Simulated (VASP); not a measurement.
Here is a VASP 6.6.1 calculation.

The input POSCAR:

```
BN
1.0
    2.5263319800      0.0000000000      0.0000000000
   -1.2631659900      2.1878676700      0.0000000000
    0.0000000000      0.0000000000      4.1787574400
B N
2 2
Direct
    0.6666666700      0.3333333300      0.0001583200
    0.3333333300      0.6666666700      0.5001583200
    0.6666666700      0.3333333300      0.3748416800
    0.3333333300      0.6666666700      0.8748416800
```

INCAR.step1

```
SYSTEM = BN
ALGO     = Normal         ! electronic algorithm
EDIFF    = 1E-4           ! SCF threshold, eV
ENCUT    = 520            ! plane-wave cutoff, eV
GGA      = PE             ! functional
ISMEAR   = -1             ! smearing method
LASPH    = .True.         ! aspherical terms in the spheres
LCHARG   = .False.        ! write CHGCAR
LREAL    = .False.        ! projectors in reciprocal space
LWAVE    = .True.         ! write WAVECAR
NELM     = 80             ! most SCF steps
PREC     = Accurate       ! precision mode
SIGMA    = 0.02           ! smearing width, eV
```

File INCAR.step2:

```
SYSTEM = BN
ALGO     = Normal         ! electronic algorithm
EDIFF    = 1E-6           ! SCF threshold, eV
EDIFFG   = -0.01          ! ionic threshold
ENCUT    = 520            ! plane-wave cutoff, eV
IBRION   = 2              ! ionic algorithm
ISIF     = 2              ! what is computed and relaxed
ISMEAR   = -1             ! smearing method
ISTART   = 1            
LASPH    = .True.         ! aspherical terms in the spheres
LCHARG   = .False.        ! write CHGCAR
LMIXTAU  = .True.       
LREAL    = .False.        ! projectors in reciprocal space
LWAVE    = .False.        ! write WAVECAR
METAGGA  = R2SCAN         ! meta-GGA
NELM     = 80             ! most SCF steps
NSW      = 50             ! ionic steps
PREC     = Accurate       ! precision mode
SIGMA    = 0.02           ! smearing width, eV
```

The input KPOINTS:

```
k-points
0
Gamma
  12 12 8
  0 0 0
```

Potentials or basis: VASP PAW PBE potentials, release 64 (B, N).

Launch:

```sh
$ cat potpaw_PBE.64/B/POTCAR potpaw_PBE.64/N/POTCAR > POTCAR
$ cp INCAR.step1 INCAR
$ mpirun -np 1 vasp_std > vasp.out
$ cp INCAR.step2 INCAR
$ mpirun -np 1 vasp_std > vasp.out
```

What does it give for the energy gained by relaxing?

0.0 meV/atom.

Predict the band gap on the k mesh.

5.68 eV, indirect (least direct gap 9.08 eV).

Final structure:
```
B N
1.0
     2.52633    0.00000    0.00000
    -1.26317    2.18787    0.00000
     0.00000    0.00000    4.17876
B N
2 2
Cartesian
  1.2632 0.7293 0.0012
  0.0000 1.4586 2.0906
  1.2632 0.7293 1.5658
  0.0000 1.4586 3.6552
```

Caveat: the PAW data sets were made with another functional, which shifts forces and pressure a little. r2SCAN opens gaps a little over a GGA but as a rule still falls short of measured ones.
